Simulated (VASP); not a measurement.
**Al: relaxation of cell and atoms with PBE**

The system is Al.

```
Al
1.0
     1.37736   -2.42337   -0.03277
    -4.34871   -2.54843    0.02023
     0.13109   -0.11150  -14.11673
Al
12
Direct
  0.48366 0.51190 0.99777
  0.03169 0.00598 0.99848
  0.98352 0.66744 0.16722
  0.50384 0.15616 0.16607
  0.48905 0.48023 0.33067
  0.02170 0.01598 0.33636
  0.99193 0.68008 0.50371
  0.49892 0.15993 0.49954
  0.49921 0.47492 0.66578
  0.00784 0.99317 0.66684
  0.98924 0.68257 0.83394
  0.49940 0.17164 0.83361
```

```
Program                : VASP 6.6.1
Task                   : relaxation of cell and atoms
Functional             : PBE
Potentials or basis    : VASP PAW PBE potentials, release 64 (Al)
Cutoff                 : 600 eV
k mesh                 : 8 × 4 × 2
Occupations            : gaussian, width 0.2 eV
Spin                   : no spin polarisation
Dipole correction      : no
Further INCAR settings : ALGO = Fast; EDIFF = 1e-07; IBRION = 2; EDIFFG = -0.025; NSW = 80; ISIF = 3
```

The relaxed volume is 16.65 Å³/atom. The relaxed cell is a = 2.820 Å, b = 5.068 Å, c = 13.977 Å, α = 89.99°, β = 90.00°, γ = 89.99° and the space group after relaxing (to 0.05 Å) is Cmcm (No. 63). The energy gained by relaxing is 16.7 meV/atom and the ionic steps are 16. The pressure after relaxing is 0.0 GPa and the largest force after relaxing is 0.015 eV/Å. The band gap on the k mesh is zero (band 18 reaches 9.84 eV, above the bottom of band 19 at 5.84 eV).

Forces in eV/Å, atoms in the order of the input:
```
Al   0.004  0.002 -0.001
Al   0.015  0.001  0.004
Al  -0.003 -0.001  0.007
Al  -0.005  0.004  0.001
Al  -0.001 -0.003 -0.006
Al   0.003 -0.003 -0.002
Al  -0.007 -0.006  0.006
Al  -0.004  0.006 -0.004
Al   0.000 -0.006 -0.010
Al  -0.002 -0.001  0.000
Al   0.008  0.003  0.006
Al  -0.007  0.004 -0.002
```

The path:
| step | energy change (eV) | largest force (eV/Å) | pressure (GPa) | volume (Å³) |
| --- | --- | --- | --- | --- |
| 1 | 0.0000 | 0.7682 | 1.00 | 198.29 |
| 2 | -0.1131 | 0.4275 | -0.33 | 201.26 |
| 3 | -0.1396 | 0.2162 | -1.21 | 203.62 |
| 4 | -0.1764 | 0.1408 | -0.14 | 200.40 |
| 5 | -0.1788 | 0.1462 | 0.23 | 199.39 |
| 6 | -0.1865 | 0.1069 | 0.05 | 199.76 |
| 7 | -0.1878 | 0.0902 | -0.05 | 199.98 |
| 8 | -0.1928 | 0.0686 | -0.05 | 199.99 |
| 9 | -0.1949 | 0.0739 | -0.04 | 199.99 |
| 10 | -0.1976 | 0.0568 | 0.02 | 199.78 |
| 11 | -0.1985 | 0.0405 | 0.09 | 199.58 |
| 12 | -0.1998 | 0.0266 | -0.07 | 200.00 |
| 13 | -0.1998 | 0.0323 | -0.10 | 200.08 |
| 14 | -0.2002 | 0.0307 | 0.07 | 199.63 |
| 15 | -0.2002 | 0.0308 | 0.06 | 199.66 |
| 16 | -0.2005 | 0.0151 | 0.02 | 199.76 |

Final structure:
```
CELL_PARAMETERS angstrom
1.40934 -2.44247 0.00016
-4.38937 -2.53412 -0.00072
0.00041 -0.00107 -13.97685
ATOMIC_POSITIONS crystal
Al 0.49986 0.50293 0.00003
Al 0.99937 0.00321 0.00011
Al 0.00034 0.66854 0.16677
Al 0.50119 0.16855 0.16672
Al 0.49938 0.49673 0.33326
Al 0.99956 0.99675 0.33332
Al 0.99929 0.66415 0.50003
Al 0.50113 0.16438 0.49989
Al 0.49865 0.49729 0.66657
Al 0.00040 0.99731 0.66661
Al 0.99961 0.67026 0.83341
Al 0.50121 0.16989 0.83328
```

Levels at points of the mesh, in eV from the Fermi level:
```csv
k point,band 14,band 15,band 16,band 17,band 18,band 19,band 20,band 21,band 22,band 23
"(0.00, 0.00, 0.00)",-2.57,-2.54,-2.29,-2.26,0.43,0.66,0.66,1.09,1.45,1.57
"(0.50, 0.00, 0.00)",-0.80,-0.26,-0.26,-0.26,-0.26,-0.16,-0.15,-0.13,-0.12,-0.12
"(0.00, 0.50, 0.00)",-2.84,1.55,1.55,1.71,1.71,1.73,1.73,2.42,2.42,2.44
"(0.50, 0.50, 0.00)",-2.14,-2.13,-2.13,-2.02,-2.02,-2.01,-2.00,0.80,0.81,1.33
"(0.00, 0.00, 0.50)",-3.39,-1.99,-1.99,-1.00,-1.00,-0.68,-0.68,3.29,3.30,3.54
"(0.50, 0.00, 0.50)",-0.68,-0.68,-0.68,-0.63,-0.63,-0.63,-0.63,0.40,0.41,0.41
"(0.00, 0.50, 0.50)",-0.69,-0.68,-0.68,1.74,1.74,1.74,1.74,2.95,2.95,2.95
"(0.50, 0.50, 0.50)",-3.02,-3.02,-3.02,-0.60,-0.60,-0.60,-0.59,-0.44,-0.44,-0.44
```

Wall time 20 min on 1 thread of AMD EPYC 9R45 96-Core Processor (Zen 5) (shared host), peak memory 0.39 GiB.
